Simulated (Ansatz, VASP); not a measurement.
# W2Br2F: VASP beside Ansatz

Contents of INCAR:

```
SYSTEM = W2Br2F
PREC = Accurate ; ENCUT = 520
EDIFF = 1E-7 ; ISMEAR = 0
SIGMA = 0.1 ; LREAL = .False.
LASPH = .True. ; NELM = 150
ALGO = Normal ; ISIF = 2
LWAVE = .False. ; LCHARG = .False.
ISPIN = 2 ; MAGMOM = 2.45 2.45 0.03 0.03 0.19
LORBIT = 11 ; LMAXMIX = 4
GGA = PE ; NBANDS = 36
```

Contents of KPOINTS:

```
Automatic mesh
0
Gamma
  6 6 6
  0 0 0
```

The input POSCAR:

```
W2Br2F
1.0
   -2.2112026400      2.2112026400      6.4099588200
    2.2112026400     -2.2112026400      6.4099588200
    2.2112026400      2.2112026400     -6.4099588200
W Br F
2 2 1
Direct
    0.3750000000      0.3750000000      0.0000000000
    0.6250000000      0.6250000000      0.0000000000
    0.7500000000      0.2500000000      0.5000000000
    0.2500000000      0.7500000000      0.5000000000
    0.0000000000      0.0000000000      0.0000000000
```

Input for Ansatz:

```yaml
crystal:
  lattice:
    - [-2.21120264, 2.21120264, 6.40995882]
    - [2.21120264, -2.21120264, 6.40995882]
    - [2.21120264, 2.21120264, -6.40995882]
  atoms:
    - { symbol: W, position: [0.375, 0.375, 0.0] }
    - { symbol: W, position: [0.625, 0.625, 0.0] }
    - { symbol: Br, position: [0.75, 0.25, 0.5] }
    - { symbol: Br, position: [0.25, 0.75, 0.5] }
    - { symbol: F, position: [0.0, 0.0, 0.0] }
basis:
  ecutwfc: 420
kpoints:
  mp_grid: { grid: [6, 6, 6] }
hamiltonian:
  xc: pbe
scf:
  occupations: { method: gaussian, width: 0.1 }
  lower_state_search: "off"
output:
  forces: true
  stress: true
  eigenvalues: true
  populations: true
magnetization:
  spin_polarized: true
```

Change from the starting cell: species swapped into the BaB2Ir2 type (I4/mmm, No. 139).

Alike in both runs: task single point; functional PBE; k mesh 6 × 6 × 6; occupations gaussian, width 0.1 eV; collinear spin.

|  | VASP | Ansatz |
| --- | --- | --- |
| version | VASP 6.6.1 | Ansatz 0.2.0 |
| potentials or method | VASP PAW PBE potentials, release 64 (W_sv, Br, F), cutoff 520 eV | scalar-relativistic, plane waves, PAW |
| valence electrons in the cell | 49 | 49 |

```tsv
	VASP	Ansatz	Ansatz less VASP
gap on the k mesh at the Fermi level (eV)	none	none	-
pressure (GPa)	-2.3	-2.3	+0.01
traceless stress, the component that is largest in VASP (GPa)	-10.13	-10.14	-0.011
rms of the force components (eV/Å)	0.856	0.851	-0.0054
net moment per atom (μB)	1.36	1.36	+0.001
size of the moment on the site where the two differ most (μB)	2.46	2.23	-0.234
```

Site moments also hang on the region over which each program counts them. Atom by atom the forces differ by 0.005 eV/Å (rms over components). A gap of «none» marks a metal or a gap that the smearing closes. Ansatz's warnings: no starting moments.

Neither program's run includes spin-orbit coupling.
